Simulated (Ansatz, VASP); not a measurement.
## Two plane-wave programs on Sn

```xyz
1
Lattice="-1.6834 1.7312 2.4553 1.6834 -1.7312 2.4553 1.6834 1.7312 -2.4553" Properties=species:S:1:pos:R:3 pbc="T T T"
Sn    0.0000    0.0000    0.0000
```

Change from the starting cell: strain -0.025 along x and y, +0.050 along z, atoms carried along.

Alike in both runs: task single point; functional LDA; k mesh 20 × 20 × 20; occupations gaussian, width 0.15 eV; no spin polarisation.

```csv
,VASP,Ansatz
version,VASP 6.6.1,Ansatz 0.2.0
potentials or method,"VASP PAW LDA potentials, release 64 (Sn_d), cutoff 520 eV","scalar-relativistic, plane waves, PAW"
valence electrons in the cell,14,14
```

|  | VASP | Ansatz | Ansatz less VASP |
| --- | --- | --- | --- |
| gap on the k mesh at the Fermi level (eV) | none | none | - |
| pressure (GPa) | -4.6 | -4.6 | -0.01 |
| traceless stress, the component that is largest in VASP (GPa) | 0.25 | 0.26 | +0.009 |

LDA's correlation is that of Perdew and Zunger in VASP and of Perdew and Wang (1992) in Ansatz. A gap of «none» marks a metal or a gap that the smearing closes.
